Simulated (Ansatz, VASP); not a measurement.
**Two plane-wave programs on NaCl**

```
Na Cl
1.0
     0.00000    2.83175    2.60521
     2.83175    0.00000    2.60521
     2.83175    2.83175    0.00000
Na Cl
1 1
Direct
  0.00000 0.00000 0.00000
  0.50000 0.50000 0.50000
```

Change from the starting cell: strain +0.000 along x and y, -0.080 along z, atoms carried along.

Alike in both runs: task single point; functional r2SCAN; k mesh 8 × 8 × 8; occupations gaussian, width 0.05 eV; no spin polarisation.

|  | VASP | Ansatz |
| --- | --- | --- |
| version | VASP 6.6.1 | Ansatz 0.2.0 |
| potentials or method | VASP PAW PBE potentials, release 64 (Na_pv, Cl), cutoff 520 eV | scalar-relativistic, plane waves, PAW |
| valence electrons in the cell | 14 | 16 |

VASP gave:

- gap on the k mesh at the Fermi level (eV): 6.20
- least direct gap on the mesh (eV): 6.20
- pressure (GPa): 2.1
- traceless stress, the component that is largest in VASP (GPa): 4.12

**Question.** Estimate Ansatz's values.

**Answer.** gap on the k mesh at the Fermi level (eV): 6.18; least direct gap on the mesh (eV): 6.18; pressure (GPa): 2.3; traceless stress, the component that is largest in VASP (GPa): 4.11.

VASP's potentials were made for PBE, not for r2SCAN. With one functional, cell and mesh, what is left measures potentials, basis and numerics. VASP's potentials hold 14 valence electrons a cell and Ansatz's 16, so a difference there can come from the potentials and not from the codes.
